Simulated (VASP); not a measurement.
# AlN (P6_3mc) in VASP: vibrations by perturbation theory with LDA

Aim: the vibrations by perturbation theory of AlN with LDA.

Program: VASP 6.6.1. These are calculated values, not measurements. Logs are shortened: lines on timing, memory, paths and dates and some standing lists are left out, and cuts for length are marked.

**1. The cell of the first run**

The structure is hexagonal, space group P6_3mc (No. 186). Conventional cell: a = 3.089 Å, b = 3.089 Å, c = 4.943 Å, α = 90.00°, β = 90.00°, γ = 120.00°. Al (site symmetry 3m) has 4 N at 1.88 to 1.89 Å within 2.5 Å. Within 2.5 Å of N (site symmetry 3m) lie 4 Al at 1.88 to 1.89 Å.

**2. Vibrations by perturbation theory, LDA**

INCAR reads:

```
SYSTEM = AlN
PREC     = Accurate       ! precision mode
ENCUT    = 520            ! plane-wave cutoff, eV
EDIFF    = 1E-8           ! SCF threshold, eV
ISMEAR   = 0              ! smearing method
SIGMA    = 0.01           ! smearing width, eV
LREAL    = .False.        ! projectors in reciprocal space
LASPH    = .True.         ! aspherical terms in the spheres
NELM     = 80             ! most SCF steps
ALGO     = Normal         ! electronic algorithm
ISIF     = 2              ! what is computed and relaxed
LWAVE    = .False.        ! write WAVECAR
LCHARG   = .False.        ! write CHGCAR
GGA      = CA             ! functional
NBANDS   = 16             ! bands
IBRION   = 8              ! ionic algorithm
NSW      = 1              ! ionic steps
```

KPOINTS reads:

```
regular mesh
0
Gamma
  8 8 4
  0 0 0
```

POSCAR reads:

```
AlN
1.0
    3.0887238378      0.0000000000      0.0000000000
   -1.5443619189      2.6749133088      0.0000000000
    0.0000000000      0.0000000000      4.9432741722
Al N
2 2
Direct
    0.3333333333      0.6666666667      0.0000092725
    0.6666666667      0.3333333333      0.5000092725
    0.3333333333      0.6666666667      0.3819907275
    0.6666666667      0.3333333333      0.8819907275
```

Potentials or basis: VASP PAW LDA potentials, release 64 (Al, N).

Run with:

```console
cat potpaw_LDA.64/Al/POTCAR potpaw_LDA.64/N/POTCAR > POTCAR
mpirun -np 1 vasp_std > vasp.out
```

OUTCAR:

```text
SYSTEM = AlN
   PREC = Accurate
   ENCUT = 520
   EDIFF = 1E-8
   ISMEAR = 0
   LREAL = .False.
   LASPH = .True.
   NELM = 80
   ISIF = 2
   GGA = CA
   IBRION = 8
   NSW = 1

 ion  position               nearest neighbor table
   1  0.333  0.667  0.000-   4 1.88   4 1.88   4 1.88   3 1.89   2 3.05   2 3.05   2 3.05   2 3.05
                             2 3.05   2 3.05
   2  0.667  0.333  0.500-   3 1.88   3 1.88   3 1.88   4 1.89   1 3.05   1 3.05   1 3.05   1 3.05
                             1 3.05   1 3.05
   3  0.333  0.667  0.382-   2 1.88   2 1.88   2 1.88   1 1.89
   4  0.667  0.333  0.882-   1 1.88   1 1.88   1 1.88   2 1.89

  LATTYP: Found a hexagonal cell.
 ALAT       =     3.0887238378
 C/A-ratio  =     1.6004260762

  Lattice vectors:

 A1 = (   3.0887238378,   0.0000000000,   0.0000000000)
 A2 = (  -1.5443619189,   2.6749133088,   0.0000000000)
 A3 = (   0.0000000000,   0.0000000000,   4.9432741722)

Analysis of symmetry for initial positions (statically):
=====================================================================
 Subroutine PRICEL returns:
 Original cell was already a primitive cell.

 Routine SETGRP: Setting up the symmetry group for a
 hexagonal supercell.

 Subroutine GETGRP returns: Found 12 space group operations
 (whereof  6 operations were pure point group operations)
 out of a pool of 24 trial point group operations.

The static configuration has the point symmetry C_3v.
 The point group associated with its full space group is C_6v.

Analysis of symmetry for dynamics (positions and initial velocities):
=====================================================================
 Subroutine PRICEL returns:
 Original cell was already a primitive cell.

 Routine SETGRP: Setting up the symmetry group for a
 hexagonal supercell.

 Subroutine GETGRP returns: Found 12 space group operations
 (whereof  6 operations were pure point group operations)
 out of a pool of 24 trial point group operations.

The dynamic configuration has the point symmetry C_3v.
 The point group associated with its full space group is C_6v.

 Subroutine INISYM returns: Found 12 space group operations
 (whereof  6 operations are pure point group operations),
 and found     1 'primitive' translations

----------------------------------------------------------------------------------------

                                     Primitive cell

  volume of cell :      40.8417

  direct lattice vectors                    reciprocal lattice vectors
     3.088723838  0.000000000  0.000000000     0.323758307  0.186921946  0.000000000
    -1.544361919  2.674913309  0.000000000     0.000000000  0.373843891  0.000000000
     0.000000000  0.000000000  4.943274172     0.000000000  0.000000000  0.202295071

  length of vectors
     3.088723838  3.088723838  4.943274172     0.373843891  0.373843891  0.202295071

  position of ions in fractional coordinates (direct lattice)
     0.333333333  0.666666667  0.000009273
     0.666666667  0.333333333  0.500009273
     0.333333333  0.666666667  0.381990728
     0.666666667  0.333333333  0.881990728

  ion indices of the primitive-cell ions
   primitive index   ion index
                 1           1
                 2           2
                 3           3
                 4           4

----------------------------------------------------------------------------------------

 KPOINTS: regular mesh

Automatic generation of k-mesh.
 Grid dimensions read from file:
 generate k-points for:    8    8    4

 Generating k-lattice:

  Cartesian coordinates                     Fractional coordinates (reciprocal lattice)
     0.040469788  0.023365243  0.000000000     0.125000000  0.000000000  0.000000000
[... 86 lines left out ...]
   AEXX    =    0.0000 exact exchange contribution
   IVDW    =     0    specifies the selected vdW correction
   LEPSILON=     F    determine dielectric tensor
   LRPA    =     F    only Hartree local field effects (RPA)
 non-spin polarized calculation
 Gauss-broadening in eV      SIGMA  =   0.01
  energy-cutoff  :      520.00
  volume of cell :       40.84
 maximum number of plane-waves:      1124
 NGX is ok and might be reduce to    24
   NGX = 11   NGY = 11   NGZ = 19

--------------------------------------- Ionic step        1  -------------------------------------------

 number of electron      15.9999997 magnetization

 Free energy of the ion-electron system (eV)
  ---------------------------------------------------
  ext. energy  EPLUGINS =         0.00000000
  ---------------------------------------------------
  free energy    TOTEN  =       -32.84099939 eV

  energy without entropy =      -32.84099939  energy(sigma->0) =      -32.84099939

 E-fermi :   6.2259     XC(G=0): -11.3433

 val. band max:        6.1148148697   @ k =   0.0000   0.0000   0.0000
 cond. band min:      10.5384911126   @ k =   0.0000   0.0000   0.0000
 fundamental gap:      4.4236762428
 Fermi energy:         6.2258861895

 k-point     1 :       0.0000    0.0000    0.0000
  band No.  band energies     occupation
      1      -9.0585      2.00000
      2      -6.7646      2.00000
      3      -0.0394      2.00000
      4       5.2248      2.00000
      5       5.2248      2.00000
      6       5.8863      2.00000
[... 433 lines left out ...]
      3       0.9058      2.00000
      4       0.9058      2.00000
      5       4.5816      2.00000
      6       4.5816      2.00000
[... 8 lines left out ...]
     15      19.3362      0.00000
     16      19.3362      0.00000

 [... further k-points ...]

------------------------ aborting loop because EDIFF is reached ----------------------------------------

  FORCE on cell =-STRESS in cart. coord.  units (eV):
  Direction    XX          YY          ZZ          XY          YZ          ZX
  --------------------------------------------------------------------------------------
  -------------------------------------------------------------------------------------
  Total        0.1649759      0.1649759      0.1580469      0.0000000     -0.0000000      0.0000000
  in kB        6.4718366      6.4718366      6.2000217      0.0000000     -0.0000000      0.0000000
  external PRESSURE =       6.3812316 kB  Pullay stress =       0.0000000 kB

 VOLUME and BASIS-vectors are now :
 -----------------------------------------------------------------------------
  energy-cutoff  :      520.00
  volume of cell :       40.84
      direct lattice vectors                 reciprocal lattice vectors
     3.088723838  0.000000000  0.000000000     0.323758307  0.186921946  0.000000000
    -1.544361919  2.674913309  0.000000000     0.000000000  0.373843891  0.000000000
     0.000000000  0.000000000  4.943274172     0.000000000  0.000000000  0.202295071

 POSITION                                       TOTAL-FORCE (eV/Angst)
 -----------------------------------------------------------------------------------
     -0.00000      1.78328      0.00005         0.000000      0.000000     -0.000604
      1.54436      0.89164      2.47168        -0.000000      0.000000     -0.000604
     -0.00000      1.78328      1.88828         0.000000     -0.000000      0.000604
      1.54436      0.89164      4.35992        -0.000000      0.000000      0.000604
 -----------------------------------------------------------------------------------
    total drift:                               -0.000000      0.000000     -0.000588

  FREE ENERGIE OF THE ION-ELECTRON SYSTEM (eV)
  ---------------------------------------------------
  free  energy   TOTEN  =       -32.8409993882 eV

  energy  without entropy=      -32.8409993882  energy(sigma->0) =      -32.84099939

[... ionic steps 2 to 9 ...]

--------------------------------------- Ionic step       10  -------------------------------------------

------------------------ aborting loop because EDIFF is reached ----------------------------------------

[... ionic steps 11 to 11 ...]

--------------------------------------- Ionic step       12  -------------------------------------------

 Free energy of the ion-electron system (eV)
  ---------------------------------------------------
  ---------------------------------------------------
  free energy    TOTEN  =        -0.25069194 eV

  energy without entropy =       -0.25069194

------------------------ aborting loop because EDIFF is reached ----------------------------------------

 INTERNAL STRAIN TENSOR  FOR ION    3  DIRECTION 3   (eV/Angst):
 -----------------------------------------------------------------------------
     5.98261 -0.00000  0.00000
     0.00000  5.98261  0.00000
    -0.00000  0.00000-13.24350

 INTERNAL STRAIN TENSOR FOR ION    4 for displacements in x,y,z  (eV/Angst):
          X           Y           Z          XY          YZ          ZX
  --------------------------------------------------------------------------------
  x     0.00000    -0.00000    -0.00000    11.25237     0.00000     5.70226
  y    11.25237   -11.25237     0.00000    -0.00000     5.72191     0.00000
  z     5.98261     5.98261   -13.24350     0.00000    -0.00000     0.00000

 SECOND DERIVATIVES (NOT SYMMETRIZED)
 ------------------------------------
               1X          1Y          1Z          2X          2Y          2Z          3X          3Y          3Z          4X          4Y          4Z
  1X   -16.565625    0.000000    0.000000    0.677670   -0.000000    0.000000    1.481083    0.000000    0.000000   14.406872    0.000000    0.000000
  1Y    -0.000000  -16.565625    0.000000    0.000000    0.677670   -0.000000    0.000000    1.481083    0.000000    0.000000   14.406872    0.000000
  1Z     0.000000    0.000000  -21.942130    0.000000    0.000000    8.635406    0.000000    0.000000    6.818784    0.000000   -0.000000    6.487941
  2X     0.677670    0.000000   -0.000000  -16.565625    0.000000    0.000000   14.406872    0.000000    0.000000    1.481083   -0.000000    0.000000
  2Y     0.000000    0.677670    0.000000   -0.000000  -16.565625   -0.000000    0.000000   14.406872    0.000000    0.000000    1.481083   -0.000000
  2Z    -0.000000    0.000000    8.635406    0.000000    0.000000  -21.942130   -0.000000    0.000000    6.487941    0.000000    0.000000    6.818784
  3X     1.479980    0.000000    0.000000   14.404452    0.000000    0.000000  -16.633632    0.000000    0.000000    0.749200    0.000000   -0.000000
  3Y    -0.000000    1.479980   -0.000000    0.000000   14.404452    0.000000   -0.000000  -16.633632    0.000000   -0.000000    0.749200   -0.000000
  3Z    -0.000000    0.000000    6.770915    0.000000   -0.000000    6.525777    0.000000    0.000000  -20.548063   -0.000000    0.000000    7.251371
  4X    14.404452    0.000000   -0.000000    1.479980   -0.000000   -0.000000    0.749200    0.000000    0.000000  -16.633632    0.000000    0.000000
  4Y     0.000000   14.404452   -0.000000   -0.000000    1.479980    0.000000    0.000000    0.749200    0.000000    0.000000  -16.633632    0.000000
  4Z     0.000000    0.000000    6.525777    0.000000   -0.000000    6.770915    0.000000    0.000000    7.251371    0.000000   -0.000000  -20.548063

 Eigenvectors and eigenvalues of the dynamical matrix
 ----------------------------------------------------

   1 f  =   22.030144 THz   138.419477 2PiTHz  734.846503 cm-1    91.109314 meV
             X         Y         Z           dx          dy          dz
     -0.000000  1.783276  0.000046    -0.000000    0.000000    0.012289
      1.544362  0.891638  2.471683    -0.000000    0.000000   -0.012289
     -0.000000  1.783276  1.888285     0.000000   -0.000000   -0.707000
      1.544362  0.891638  4.359922     0.000000   -0.000000    0.707000
[... 71 lines left out ...]
  12 f/i=    0.003359 THz     0.021105 2PiTHz    0.112044 cm-1     0.013892 meV
             X         Y         Z           dx          dy          dz
     -0.000000  1.783276  0.000046     0.000000    0.000000   -0.573669
      1.544362  0.891638  2.471683     0.000000    0.000000   -0.573669
     -0.000000  1.783276  1.888285     0.000000    0.000000   -0.413405
      1.544362  0.891638  4.359922     0.000000    0.000000   -0.413405

--------------------------------------------------------------------------------------------------------

 ELASTIC MODULI CONTR FROM IONIC RELAXATION (kBar)
 Direction    XX          YY          ZZ          XY          YZ          ZX
 --------------------------------------------------------------------------------
 XX        -790.3783    367.3677    468.1709      0.0000     -0.0000      0.0000
 YY         367.3677   -790.3783    468.1709     -0.0000     -0.0000     -0.0000
 ZZ         468.1709    468.1709  -1036.3049      0.0000     -0.0000      0.0000
 XY           0.0000     -0.0000      0.0000   -578.8730      0.0000      0.0000
 YZ           0.0000     -0.0000     -0.0000      0.0000   -147.7444     -0.0000
 ZX           0.0000     -0.0000      0.0000      0.0000     -0.0000   -157.2910
 --------------------------------------------------------------------------------
```

Wall time 2.5 min (1 thread of Intel Xeon Platinum 8259CL at 2.50GHz (Skylake/Cascade Lake), shared host); peak memory 0.31 GiB.

What came out:

```yaml
Highest_phonon_frequency_at_Γ_LO-TO_splitting_left_out: 735 cm⁻¹
```

Phonon frequencies in cm⁻¹ (negative: imaginary):
```
              q point                                frequencies
(0.000, 0.000, 0.000)  0 0 0 239 239 555 626 674 674 685 685 735
```
